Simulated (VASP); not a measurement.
Wanted: the native input for a VASP 6.6.1 run.

| Item | Value |
| --- | --- |
| Task | single point |
| Functional | PBE |
| Potentials or basis | VASP PAW PBE potentials, release 64 (Li_sv, Sb) |
| Cutoff | 520 eV |
| k mesh | 12 × 12 × 6 |
| Occupations | gaussian, width 0.1 eV |
| Spin | no spin polarisation |
| Dipole correction | no |
| Further INCAR settings | ALGO = Normal; EDIFF = 1e-07; NBANDS = 18 |

The structure of Li2Sb3 lies in POSCAR:

```
Li2Sb3
1.0
    4.7342213478      0.0000000000      0.0000000000
   -2.3671106739      4.0999559544      0.0000000000
    0.0000000000      0.0000000000      6.0302871757
Li Sb
2 3
Direct
    0.3333333333      0.6666666667      0.1423528550
    0.6666666667      0.3333333333      0.8576471450
    0.0000000000      0.0000000000      0.0000000000
    0.3333333333      0.6666666667      0.6396205654
    0.6666666667      0.3333333333      0.3603794346
```

The input as run:

INCAR

```
SYSTEM = Li2Sb3
PREC = Accurate
ENCUT = 520
EDIFF = 1E-7
ISMEAR = 0
SIGMA = 0.1
LREAL = .False.
LASPH = .True.
NELM = 100
ALGO = Normal
ISIF = 2
LWAVE = .False.
LCHARG = .False.
GGA = PE
NBANDS = 18
```

KPOINTS

```
Automatic mesh
0
Gamma
  12 12 6
  0 0 0
```

Potentials or basis: VASP PAW PBE potentials, release 64 (Li_sv, Sb).

Command:

```console
$ cat potpaw_PBE.64/Li_sv/POTCAR potpaw_PBE.64/Sb/POTCAR > POTCAR
$ mpirun -np 1 vasp_std > vasp.out
```

Results of the run:

```json
{
  "Largest force": "0.006 eV/Å"
}
```

Run time: 3.4 min on 1 thread of Oxide Virtual Turin-like Processor, with other jobs on the host, peak memory 0.31 GiB.
